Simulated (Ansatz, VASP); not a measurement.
# Au: VASP beside Ansatz

```xyz
1
Lattice="-1.6573 1.6573 1.6573 1.6573 -1.6573 1.6573 1.6573 1.6573 -1.6573" Properties=species:S:1:pos:R:3 pbc="T T T"
Au    0.0000    0.0000    0.0000
```

Alike in both runs: functional RPBE; k mesh 11 × 11 × 11; occupations fermi-dirac, width 0.05 eV; no spin polarisation.

|  | VASP | Ansatz |
| --- | --- | --- |
| version | VASP 6.6.1 | Ansatz 0.2.0 |
| potentials or method | VASP PAW PBE potentials, release 64 (Au) | Ansatz PAW |
| plane-wave cutoff (eV) | 520 | 420 |
| valence electrons in the cell | 11 | 19 |
| task | single point | band structure |

```tsv
	VASP	Ansatz	Ansatz less VASP
gap on the k mesh at the Fermi level (eV)	none	none	-
pressure (GPa)	2.7	2.9	+0.21
```

VASP's potentials were made for PBE, not for RPBE. A gap of «none» marks a metal or a gap that the smearing closes. VASP's potentials hold 11 valence electrons a cell and Ansatz's 19, so a difference there can come from the potentials and not from the codes.

Spin-orbit coupling is off throughout.
